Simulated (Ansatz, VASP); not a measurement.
# One calculation of Li8Ru4N7, two programs

```
Li Ru N
1.0
     6.32847    0.00000    0.00000
    -3.16423    5.48061    0.00000
     0.00000    0.00000    5.21145
Li Ru N
8 4 7
Direct
  0.33333 0.16667 0.31781
  0.16961 0.33039 0.65164
  0.31337 0.65668 0.36759
  0.16961 0.83922 0.65164
  0.84332 0.18663 0.36759
  0.66078 0.33039 0.65164
  0.84332 0.65668 0.36759
  0.66667 0.83333 0.63599
  0.97346 0.98673 0.01839
  0.00000 0.50000 0.98293
  0.51327 0.98673 0.01839
  0.51327 0.52654 0.01839
  0.16941 0.33059 0.19423
  0.32941 0.66471 0.77791
  0.16941 0.83883 0.19423
  0.83529 0.17059 0.77791
  0.66117 0.33059 0.19423
  0.83529 0.66471 0.77791
  0.66667 0.83333 0.24705
```

Alike in both runs: functional PBE; k mesh 3 × 3 × 3; occupations fermi-dirac, width 0.15 eV; no spin polarisation.

Ansatz relaxed the structure, and its values are those at the end. VASP's run is a single point on that final structure, the one shown.

|  | VASP | Ansatz |
| --- | --- | --- |
| version | VASP 6.6.1 | Ansatz 0.2.0 |
| potentials or method | VASP PAW PBE potentials, release 64 (Li_sv, Ru_pv, N) | plane waves, PAW |
| plane-wave cutoff (eV) | 650 | 420 |
| valence electrons in the cell | 115 | 123 |

|  | VASP | Ansatz | Ansatz less VASP |
| --- | --- | --- | --- |
| gap on the k mesh at the Fermi level (eV) | none | none | - |
| rms of the force components (eV/Å) | 0.009 | 0.005 | -0.0031 |

A gap of «none» marks a metal or a gap that the smearing closes. The functional is the same, so the differences come from potentials, cutoffs and numerics. VASP's potentials hold 115 valence electrons a cell and Ansatz's 123, so a difference there can come from the potentials and not from the codes.

The k mesh is coarse, so the values compare programs but aren't converged.
